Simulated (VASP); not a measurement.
Na2Hg:

```
Na Hg
1.0
     0.00000    3.19286    3.19286
     3.19286    0.00000    3.19286
     3.19286    3.19286    0.00000
Na Hg
2 1
Direct
  0.25000 0.25000 0.25000
  0.75000 0.75000 0.75000
  0.00000 0.00000 0.00000
```

| Item | Value |
| --- | --- |
| Program | VASP 6.6.1 |
| Task | relaxation of cell and atoms |
| Functional | PBE |
| Potentials or basis | VASP PAW PBE potentials, release 64 (Na_pv, Hg) |
| Cutoff | 600 eV |
| k mesh | 6 × 6 × 6 |
| Occupations | gaussian, width 0.1 eV |
| Spin | no spin polarisation |

At the start: pressure 14.3 GPa; volume 21.70 Å³/atom.

Q: Where does the relaxation end?

A: Over 5 steps the energy falls by 353.3 meV/atom and the volume is 33.85 Å³/atom (+56.0 %); space group Fm-3m (No. 225, to 0.1 Å) before and after.

Step by step:
```
step  energy change (eV)  largest force (eV/Å)  pressure (GPa)  volume (Å³)
   1              0.0000                0.0000           14.32        65.10
   2             -0.9382                0.0000            3.06        85.13
   3             -1.0419                0.0000            0.98        93.90
   4             -1.0091                0.0000           -1.16       113.20
   5             -1.0600                0.0000           -0.14       101.54
```

Final structure:
```xyz
3
Lattice="0.0000 3.7028 3.7028 3.7028 0.0000 3.7028 3.7028 3.7028 0.0000" Properties=species:S:1:pos:R:3 pbc="T T T"
Na    1.8514    1.8514    1.8514
Na    5.5543    5.5543    5.5543
Hg    0.0000    0.0000    0.0000
```

Caveat: the volume moved by over 15 % at a fixed basis, so the end points are rough.
